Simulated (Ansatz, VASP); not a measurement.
## Two plane-wave programs on Al2Cu

The input INCAR:

```
PREC     = Accurate       # precision mode
ENCUT    = 520            # plane-wave cutoff, eV
EDIFF    = 1E-6           # SCF threshold, eV
ISMEAR   = 0              # smearing method
SIGMA    = 0.15           # smearing width, eV
LREAL    = False          # projectors in reciprocal space
LASPH    = True           # aspherical terms in the spheres
NELM     = 80             # most SCF steps
ALGO     = Fast           # electronic algorithm
ISIF     = 2              # what is computed and relaxed
LWAVE    = False          # write WAVECAR
LCHARG   = True           # write CHGCAR
GGA      = PE             # functional
LELF     = True           # ELF
LVHAR    = True         
NBANDS   = 26             # bands
```

KPOINTS

```
regular mesh
0
Gamma
  12 12 12
```

File POSCAR:

```
Al2Cu
1.0
   -3.0261888737      3.0261888737      2.4416174552
    3.0261888737     -3.0261888737      2.4416174552
    3.0261888737      3.0261888737     -2.4416174552
Al Cu
4 2
Direct
    0.1587211841      0.6587211841      0.8174423681
    0.6587211841      0.8412788159      0.5000000000
    0.8412788159      0.3412788159      0.1825576319
    0.3412788159      0.1587211841      0.5000000000
    0.7500000000      0.7500000000      0.0000000000
    0.2500000000      0.2500000000      0.0000000000
```

Input for Ansatz:

```yaml
crystal:
  lattice:
    - [-3.0261888737, 3.0261888737, 2.4416174552]
    - [3.0261888737, -3.0261888737, 2.4416174552]
    - [3.0261888737, 3.0261888737, -2.4416174552]
  atoms:
    - { symbol: Al, position: [0.1587211841, 0.6587211841, 0.8174423681] }
    - { symbol: Al, position: [0.6587211841, 0.8412788159, 0.5] }
    - { symbol: Al, position: [0.8412788159, 0.3412788159, 0.1825576319] }
    - { symbol: Al, position: [0.3412788159, 0.1587211841, 0.5] }
    - { symbol: Cu, position: [0.75, 0.75, 0.0] }
    - { symbol: Cu, position: [0.25, 0.25, 0.0] }
basis:
  ecutwfc: 420
kpoints:
  mp_grid: { grid: [12, 12, 12] }
hamiltonian:
  xc: pbe
scf:
  occupations: { method: gaussian, width: 0.15 }
output:
  forces: true
  stress: true
  eigenvalues: true
```

Alike in both runs: task single point; functional PBE; k mesh 12 × 12 × 12; occupations gaussian, width 0.15 eV; no spin polarisation.

```csv
,VASP,Ansatz
version,VASP 6.6.1,Ansatz 0.2.0
potentials or method,"VASP PAW PBE potentials, release 64 (Al, Cu), cutoff 520 eV","scalar-relativistic, plane waves, PAW"
valence electrons in the cell,34,50
```

```csv
,VASP,Ansatz,Ansatz less VASP
gap on the k mesh at the Fermi level (eV),none,none,-
pressure (GPa),0.4,0.1,-0.31
"traceless stress, the component that is largest in VASP (GPa)",-0.17,-0.19,-0.017
rms of the force components (eV/Å),0.011,0.009,-0.0016
```

Atom by atom the forces differ by 0.002 eV/Å (rms over components). A gap of «none» marks a metal or a gap that the smearing closes. With one functional, cell and mesh, what is left measures potentials, basis and numerics. VASP's potentials hold 34 valence electrons a cell and Ansatz's 50, so a difference there can come from the potentials and not from the codes.
